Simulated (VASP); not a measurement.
Runs of VASP 6.6.1 on KBr. The structure is that of space group R-3m (No. 166), or close to it. The cells are those of the table. 

```csv
cell,gap on the mesh (eV),pressure (GPa)
"a = 4.048 Å, angles 92.7°, 2 atoms",3.72,-1.1
"a = 4.325 Å, angles 67.3°, 2 atoms",4.20,(b)
"a = 4.075 Å, angles 82.7°, 2 atoms",3.82,-0.7
"a = 4.066 Å, angles 95.9°, 2 atoms",3.76,(c)
"a = 4.049 Å, angles 87.0°, 2 atoms",3.72,-1.1
"a = 4.141 Å, angles 101.4°, 2 atoms",3.71,3.8
"a = 4.412 Å, angles 109.5°, 2 atoms",-,35.8
"a = 4.252 Å, angles 105.7°, 2 atoms",2.60,(a)
"a = 4.158 Å, angles 75.7°, 2 atoms",3.92,0.1
```

Alike in all rows: task single point; level PBEsol; potentials or basis VASP PAW PBE potentials, release 64 (K_sv, Br); no spin polarisation; k mesh 6 × 6 × 6; cutoff (eV) 520; smearing gaussian 0.05 eV.

Task: Fill in the values left out.

Result: (a) 13.9; (b) 0.9; (c) -0.4.

Caveats: the PAW data sets were made with another functional, which shifts forces and pressure a little; the cell stands under pressure (at least some runs).

A k mesh can miss the band edges, and the runs leave out spin-orbit coupling on Br.
